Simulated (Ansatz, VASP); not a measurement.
Sb in VASP and in Ansatz

Contents of INCAR:

```
SYSTEM = Sb
ALGO = Normal
EDIFF = 1E-6
ENCUT = 500
GGA = PE
GGA_COMPAT = .False.
ISIF = 2
ISMEAR = -4
LASPH = .True.
LCHARG = .False.
LREAL = .False.
LWAVE = .False.
NBANDS = 8
NELM = 120
PREC = Accurate
SIGMA = 0.1
```

The input KPOINTS:

```
k-points
0
Gamma
  5 5 5
  0 0 0
```

File POSCAR:

```
Sb
1.0
    0.0000000000      3.0387930000      3.0387930000
    3.0387930000      0.0000000000      3.0387930000
    3.0387930000      3.0387930000      0.0000000000
Sb
1
Direct
    0.0000000000      0.0000000000      0.0000000000
```

Input for Ansatz:

```yaml
crystal:
  lattice:
    - [0.0, 3.038793, 3.038793]
    - [3.038793, 0.0, 3.038793]
    - [3.038793, 3.038793, 0.0]
  atoms:
    - { symbol: Sb, position: [0.0, 0.0, 0.0] }
  symmetry: { tolerance: 0.0003 }
kpoints:
  mp_grid: { grid: [5, 5, 5], shift: [0, 0, 0] }
scf:
  occupations: { method: tetrahedron_uncorrected }
hamiltonian:
  pseudopotentials: { kind: paw }
  xc: pbe
basis:
  ecutwfc: 420
output:
  forces: true
  stress: true
  eigenvalues: true
```

Alike in both runs: task single point; functional PBE; k mesh 5 × 5 × 5; no spin polarisation.

|  | VASP | Ansatz |
| --- | --- | --- |
| version | VASP 6.6.1 | Ansatz 0.2.0 |
| potentials or method | VASP PAW PBE potentials, release 64 (Sb), cutoff 500 eV | PAW plane waves |
| occupations | tetrahedron | tetrahedron-uncorrected |
| valence electrons in the cell | 5 | 15 |

|  | VASP | Ansatz | Ansatz less VASP |
| --- | --- | --- | --- |
| gap on the k mesh at the Fermi level (eV) | none | none | - |
| pressure (GPa) | -7.1 | -7.1 | 0.00 |

A gap of «none» marks a metal or a gap that the smearing closes. VASP's potentials hold 5 valence electrons a cell and Ansatz's 15, so a difference there can come from the potentials and not from the codes. Ansatz's warnings: band table not solved further.

Neither program's run includes spin-orbit coupling.
